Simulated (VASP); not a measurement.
# Cu (Cmcm) in VASP: further runs

Cu is run at these levels: PBEsol; tasks: single point.

Everything below comes from runs of VASP 6.6.1. Logs are shortened: lines on timing, memory, paths and dates and some standing lists are left out, and cuts for length are marked.

## 1. The cell of the first run

It takes space group Cmcm (No. 63, orthorhombic). The conventional cell has a = 2.437 Å, b = 7.953 Å, c = 2.674 Å, α = 90.00°, β = 90.00°, γ = 90.00°. Cu (site symmetry m2m) has 10 Cu at 2.44 to 2.67 Å within 3.2 Å.

## 2. Single point, PBEsol (strain +0.000 along x and y, +0.080 along z)

File INCAR:

```
SYSTEM = Cu
ALGO = Normal
EDIFF = 1E-6
ENCUT = 520
GGA = PS
ISIF = 2
ISMEAR = 0
LASPH = .TRUE.
LCHARG = .FALSE.
LREAL = .FALSE.
LWAVE = .FALSE.
NBANDS = 18
NELM = 100
PREC = Accurate
SIGMA = 0.15
```

File KPOINTS:

```
k-points
0
G
  20 20 20
  0 0 0
```

File POSCAR:

```
Cu
1.0
    1.2184636900     -3.9763780104      0.0000000000
    1.2184636900      3.9763780104      0.0000000000
    0.0000000000      0.0000000000      2.6735351654
Cu
2
Direct
    0.1338666500      0.8661333500      0.2500000000
    0.8661333500      0.1338666500      0.7500000000
```

Potentials or basis: VASP PAW PBE potentials, release 64 (Cu).

On the command line:

```console
> cat potpaw_PBE.64/Cu/POTCAR > POTCAR
> mpirun -np 1 vasp_std > vasp.out
```

OUTCAR:

```text
SYSTEM = Cu
   EDIFF = 1E-6
   ENCUT = 520
   GGA = PS
   ISIF = 2
   ISMEAR = 0
   LASPH = .TRUE.
   LREAL = .FALSE.
   NELM = 100
   PREC = Accurate

 ion  position               nearest neighbor table
   1  0.134  0.866  0.250-   2 2.51   2 2.51   2 2.59   2 2.59   2 2.59   2 2.59
   2  0.866  0.134  0.750-   1 2.51   1 2.51   1 2.59   1 2.59   1 2.59   1 2.59

  LATTYP: Found a base centered orthorhombic cell.
 ALAT       =     2.4369273800
 B/A-ratio  =     3.2634357864
 C/A-ratio  =     1.0970926698

  Lattice vectors:

 A1 = (   1.2184636900,  -3.9763780104,   0.0000000000)
 A2 = (   1.2184636900,   3.9763780104,   0.0000000000)
 A3 = (   0.0000000000,   0.0000000000,   2.6735351654)

Analysis of symmetry for initial positions (statically):
=====================================================================
 Subroutine PRICEL returns:
 Original cell was already a primitive cell.

 Routine SETGRP: Setting up the symmetry group for a
 base centered orthorhombic supercell.

 Subroutine GETGRP returns: Found  8 space group operations
 (whereof  4 operations were pure point group operations)
 out of a pool of  8 trial point group operations.

The static configuration has the point symmetry C_2h.
 The point group associated with its full space group is D_2h.

Analysis of symmetry for dynamics (positions and initial velocities):
=====================================================================
 Subroutine PRICEL returns:
 Original cell was already a primitive cell.

 Routine SETGRP: Setting up the symmetry group for a
 base centered orthorhombic supercell.

 Subroutine GETGRP returns: Found  8 space group operations
 (whereof  4 operations were pure point group operations)
 out of a pool of  8 trial point group operations.

The dynamic configuration has the point symmetry C_2h.
 The point group associated with its full space group is D_2h.

 Subroutine INISYM returns: Found  8 space group operations
 (whereof  4 operations are pure point group operations),
 and found     1 'primitive' translations

----------------------------------------------------------------------------------------

                                     Primitive cell

  volume of cell :      25.9069

  direct lattice vectors                    reciprocal lattice vectors
     1.218463690 -3.976378010  0.000000000     0.410352811 -0.125742572  0.000000000
     1.218463690  3.976378010  0.000000000     0.410352811  0.125742572  0.000000000
     0.000000000  0.000000000  2.673535165     0.000000000  0.000000000  0.374036599

  length of vectors
     4.158874348  4.158874348  2.673535165     0.429186001  0.429186001  0.374036599

  position of ions in fractional coordinates (direct lattice)
     0.133866650  0.866133350  0.250000000
     0.866133350  0.133866650  0.750000000

  ion indices of the primitive-cell ions
   primitive index   ion index
                 1           1
                 2           2

----------------------------------------------------------------------------------------

 KPOINTS: k-points

Automatic generation of k-mesh.
 Grid dimensions read from file:
 generate k-points for:   20   20   20

 Generating k-lattice:

  Cartesian coordinates                     Fractional coordinates (reciprocal lattice)
     0.020517641 -0.006287129  0.000000000     0.050000000  0.000000000  0.000000000
     0.020517641  0.006287129  0.000000000     0.000000000  0.050000000  0.000000000
     0.000000000  0.000000000  0.018701830     0.000000000  0.000000000  0.050000000

  Length of vectors
     0.021459300  0.021459300  0.018701830

  Shift w.r.t. Gamma in fractional coordinates (k-lattice)
     0.000000000  0.000000000  0.000000000

 Subroutine IBZKPT returns following result:
 ===========================================

 Found   1221 irreducible k-points:

 Following reciprocal coordinates:
            Coordinates               Weight
  0.000000  0.000000  0.000000      1.000000
  0.050000 -0.000000  0.000000      4.000000
  0.100000  0.000000  0.000000      4.000000
  0.150000  0.000000  0.000000      4.000000
  0.200000  0.000000  0.000000      4.000000
  0.250000  0.000000  0.000000      4.000000
[... 16 lines left out ...]
 -0.400000  0.050000  0.000000      4.000000
 -0.350000  0.050000  0.000000      4.000000
 [... further k-points ...]
   k-points           NKPTS =   1221   k-points in BZ     NKDIM =   1221   number of bands    NBANDS=     18
   number of dos      NEDOS =    301   number of ions     NIONS =      2
   total plane-waves  NPLWV =  20480
   dimension x,y,z NGX =    32 NGY =   32 NGZ =   20
   dimension x,y,z NGXF=    64 NGYF=   64 NGZF=   40
   ions per type =               2
   NGX,Y,Z   is equivalent  to a cutoff of  12.79, 12.79, 12.44 a.u.
   NGXF,Y,Z  is equivalent  to a cutoff of  25.58, 25.58, 24.87 a.u.
 SYSTEM =  Cu
   PREC   = accura    normal or accurate (medium, high low for compatibility)
   ISTART =      0    job   : 0-new  1-cont  2-samecut
   ICHARG =      2    charge: 1-file 2-atom 10-const
   ISPIN  =      1    spin polarized calculation?
   LNONCOLLINEAR =      F non collinear calculations
   LSORBIT =      F    spin-orbit coupling
   LASPH  =      T    aspherical Exc in radial PAW
   ENCUT  =  520.0 eV  38.22 Ry    6.18 a.u.   7.73  7.73  4.97*2*pi/ulx,y,z
   NELM   =    100;   NELMIN=  2; NELMDL= -5     # of ELM steps
   EDIFF  = 0.1E-05   stopping-criterion for ELM
   LREAL  =      F    real-space projection
   EDIFFG = 0.1E-04   stopping-criterion for IOM
   NSW    =      0    number of steps for IOM
   IBRION =     -1    ionic relax: 0-MD 1-quasi-New 2-CG
   NFREE  =      0    steps in history (QN), initial steepest desc. (CG)
   ISIF   =      2    stress and relaxation
   ISYM   =      2    0-nonsym 1-usesym 2-fastsym
   POTIM  = 0.5000    time-step for ionic-motion
   TEBEG  =    0.0;   TEEND  =   0.0 temperature during run
   PSTRESS=    0.0 pullay stress
   NELECT =      22.0000    total number of electrons
   NUPDOWN=      -1.0000    fix difference up-down
   EMIN   =  10.00;   EMAX   =-10.00  energy-range for DOS
   EFERMI =   0.00;   METHOD = LEGACY
   ISMEAR =     0;   SIGMA  =   0.15  broadening in eV -4-tet -1-fermi 0-gaus
   EFERMI_NEDOS =   21; number of points for ismear=-14 and -15
   IALGO  =     38    algorithm
   IMIX   =      4    mixing-type and parameters
     AMIX     =   0.40;   BMIX     =  1.00
     AMIX_MAG =   1.60;   BMIX_MAG =  1.00
  volume/ion in A,a.u.               =      12.95        87.41
  Fermi-wavevector in a.u.,A,eV,Ry     =   1.550281  2.929606 32.699837  2.403370
  Thomas-Fermi vector in A             =   2.654967
   LORBIT       =      0    0 simple, 1 ext, 2 COOP (PROOUT), +10 PAW based schemes
   GGA     = PS    functional components
   LHFCALC =     F    Hartree Fock is set to
   AEXX    =    0.0000 exact exchange contribution
   IVDW    =     0    specifies the selected vdW correction
   LEPSILON=     F    determine dielectric tensor
   LRPA    =     F    only Hartree local field effects (RPA)
 non-spin polarized calculation
 Gauss-broadening in eV      SIGMA  =   0.15
  energy-cutoff  :      520.00
  volume of cell :       25.91
 maximum number of plane-waves:       712
   NGX = 15   NGY = 15   NGZ =  9

 number of electron      22.0000020 magnetization

 Free energy of the ion-electron system (eV)
  ---------------------------------------------------
  ext. energy  EPLUGINS =         0.00000000
  ---------------------------------------------------
  free energy    TOTEN  =        -8.19612321 eV

  energy without entropy =       -8.18944849  energy(sigma->0) =       -8.19278585

 E-fermi :   6.2644     XC(G=0): -12.3439

 val. band max:        6.2577110817   @ k =  -0.2000   0.2000   0.1500
 cond. band min:       6.2648903887   @ k =   0.4500   0.4000   0.4000
 fundamental gap:      0.0071793070
 Fermi energy:         6.2644012340

 k-point     1 :       0.0000    0.0000    0.0000
  band No.  band energies     occupation
      1      -2.4002      2.00000
      2       1.8323      2.00000
      3       2.3884      2.00000
      4       2.8374      2.00000
      5       3.2560      2.00000
      6       4.0044      2.00000
[... 10 lines left out ...]
     17      26.0554      0.00000
     18      27.2210      0.00000

 k-point     2 :       0.0500   -0.0000    0.0000
  band No.  band energies     occupation
      1      -2.3274      2.00000
      2       1.8622      2.00000
      3       2.4165      2.00000
      4       2.8646      2.00000
      5       3.2653      2.00000
      6       3.9971      2.00000
[... 10 lines left out ...]
     17      24.7330      0.00000
     18      27.3370      0.00000

 k-point     3 :       0.1000    0.0000    0.0000
  band No.  band energies     occupation
      1      -2.1106      2.00000
      2       1.9459      2.00000
      3       2.4996      2.00000
      4       2.9452      2.00000
      5       3.2920      2.00000
      6       3.9424      2.00000
[... 10 lines left out ...]
     17      23.7436      0.00000
     18      27.5183      0.00000

 k-point     4 :       0.1500    0.0000    0.0000
  band No.  band energies     occupation
      1      -1.7550      2.00000
      2       2.0668      2.00000
      3       2.6306      2.00000
      4       3.0724      2.00000
      5       3.3328      2.00000
      6       3.7011      2.00000
[... 375 lines left out ...]
      4       3.4958      2.00000
      5       3.5288      2.00000
      6       3.6274      2.00000
[... 10 lines left out ...]
     17      23.8178      0.00000
     18      25.6028      0.00000

 k-point    23 :      -0.4000    0.0500    0.0000
  band No.  band energies     occupation
      1       0.8060      2.00000
      2       2.2509      2.00000
      3       2.9760      2.00000
      4       3.2600      2.00000
      5       3.5254      2.00000
      6       3.7302      2.00000
[... 10 lines left out ...]
     17      24.8620      0.00000
     18      25.9000      0.00000

 k-point    24 :      -0.3500    0.0500    0.0000
  band No.  band energies     occupation
      1       0.1327      2.00000
      2       2.3088      2.00000
      3       2.9591      2.00000
      4       3.0724      2.00000
      5       3.5055      2.00000
      6       3.7815      2.00000
[... 10 lines left out ...]
     17      24.5885      0.00000
     18      27.6375      0.00000

 [... further k-points ...]

------------------------ aborting loop because EDIFF is reached ----------------------------------------

  FORCE on cell =-STRESS in cart. coord.  units (eV):
  Direction    XX          YY          ZZ          XY          YZ          ZX
  --------------------------------------------------------------------------------------
  -------------------------------------------------------------------------------------
  Total       -0.5406350     -1.5292130     -2.4942410      0.0000000      0.0000000      0.0000000
  in kB      -33.4347870    -94.5719671   -154.2527270      0.0000000      0.0000000      0.0000000
  external PRESSURE =     -94.0864937 kB  Pullay stress =       0.0000000 kB

 VOLUME and BASIS-vectors are now :
 -----------------------------------------------------------------------------
  energy-cutoff  :      520.00
  volume of cell :       25.91
      direct lattice vectors                 reciprocal lattice vectors
     1.218463690 -3.976378010  0.000000000     0.410352811 -0.125742572  0.000000000
     1.218463690  3.976378010  0.000000000     0.410352811  0.125742572  0.000000000
     0.000000000  0.000000000  2.673535165     0.000000000  0.000000000  0.374036599

 POSITION                                       TOTAL-FORCE (eV/Angst)
 -----------------------------------------------------------------------------------
      1.21846      2.91177      0.66838         0.000000     -0.075075     -0.000000
      1.21846     -2.91177      2.00515         0.000000      0.075075      0.000000
 -----------------------------------------------------------------------------------
    total drift:                                0.000000      0.000000      0.000000

  FREE ENERGIE OF THE ION-ELECTRON SYSTEM (eV)
  ---------------------------------------------------
  free  energy   TOTEN  =        -8.1961232133 eV

  energy  without entropy=       -8.1894484905  energy(sigma->0) =       -8.19278585
```

It took 3.3 min on 1 thread of Intel Xeon 6975P-C (Granite Rapids), shared host; peak memory 0.54 GiB.

Results:

```yaml
Free_energy: -8.1961 eV
Pressure: -9.4 GPa
Largest_force: 0.075 eV/Å
Band_gap_on_the_k_mesh: zero (band 11 reaches 10.07 eV, above the bottom of band 12 at 4.75 eV)
```

Forces in eV/Å, atoms in the order of the input:
```
Cu   0.000 -0.075  0.000
Cu   0.000  0.075  0.000
```

Stress tensor (GPa, compression positive):
```
 -3.34   0.00   0.00
  0.00  -9.46   0.00
  0.00   0.00 -15.43
```

Levels at points of the mesh, in eV from the Fermi level:
```tsv
k point	band 8	band 9	band 10	band 11	band 12	band 13	band 14	band 15
(0.00, 0.00, 0.00)	-1.80	-1.72	-1.58	-1.32	0.51	4.97	11.76	16.94
(0.50, 0.00, 0.00)	-2.26	-2.06	-1.55	-0.20	1.54	3.01	7.08	13.33
(0.50, 0.50, 0.00)	-2.27	-2.24	-1.82	-1.48	-1.39	14.04	14.67	15.54
(0.00, 0.00, 0.50)	-2.36	-1.50	-1.50	-0.46	-0.46	7.66	7.66	8.87
(0.50, 0.00, 0.50)	-1.68	-1.24	-1.24	3.44	3.44	6.94	6.94	9.10
(0.50, 0.50, 0.50)	-1.77	-1.56	-1.56	-1.07	-1.07	2.82	2.82	17.62
```

Caveat: the cell differs from its parent crystal (strain +0.000 along x and y, +0.080 along z); the PAW data sets were made with another functional, which shifts forces and pressure a little.

## 3. Single point, PBEsol (strain -0.040 along x and y, +0.000 along z)

File INCAR:

```
ALGO = Normal ; EDIFF = 1E-7
ENCUT = 520 ; GGA = PS
ISIF = 2 ; ISMEAR = 0
LASPH = True ; LCHARG = False
LREAL = False ; LWAVE = False
NBANDS = 18 ; NELM = 100
PREC = Accurate ; SIGMA = 0.15
```

File KPOINTS:

```
k-points
0
Gamma
  20 20 20
```

File POSCAR:

```
Cu
1.0
    1.1697251424     -3.8173228900      0.0000000000
    1.1697251424      3.8173228900      0.0000000000
    0.0000000000      0.0000000000      2.4754955235
Cu
2
Direct
    0.1338666500      0.8661333500      0.2500000000
    0.8661333500      0.1338666500      0.7500000000
```

Potentials or basis: VASP PAW PBE potentials, release 64 (Cu).

On the command line:

```console
> cat potpaw_PBE.64/Cu/POTCAR > POTCAR
> mpirun -np 1 vasp_std > vasp.out
```

It took 5.6 min on 1 thread of Intel Xeon 6975P-C (Granite Rapids), shared host; peak memory 0.48 GiB.

Results (log left out):

* Free energy: -8.2197 eV
* Pressure: 13.9 GPa
* Largest force: 0.130 eV/Å
* Band gap on the k mesh: zero (band 11 reaches 12.32 eV, above the bottom of band 12 at 6.55 eV)

Forces in eV/Å, atoms in the order of the input:
```
Cu   0.000  0.130  0.000
Cu   0.000 -0.130  0.000
```

Stress tensor (GPa, compression positive):
```
18.64  0.00  0.00
 0.00 14.83  0.00
 0.00  0.00  8.15
```

Levels at points of the mesh, in eV from the Fermi level:
| k point | band 9 | band 10 | band 11 | band 12 | band 13 | band 14 |
| --- | --- | --- | --- | --- | --- | --- |
| (0.00, 0.00, 0.00) | -1.92 | -1.75 | -1.44 | 0.01 | 5.61 | 14.08 |
| (0.50, 0.00, 0.00) | -2.30 | -1.71 | -0.35 | 1.68 | 2.97 | 7.79 |
| (0.50, 0.50, 0.00) | -2.51 | -2.03 | -1.63 | -1.53 | 14.94 | 16.66 |
| (0.00, 0.00, 0.50) | -1.70 | -1.70 | -0.20 | -0.20 | 8.54 | 8.54 |
| (0.50, 0.00, 0.50) | -1.29 | -1.29 | 3.75 | 3.75 | 7.86 | 7.86 |
| (0.50, 0.50, 0.50) | -1.69 | -1.69 | -1.37 | -1.37 | 3.80 | 3.80 |

Caveat: the cell differs from its parent crystal (strain -0.040 along x and y, +0.000 along z); the PAW data sets were made with another functional, which shifts forces and pressure a little.
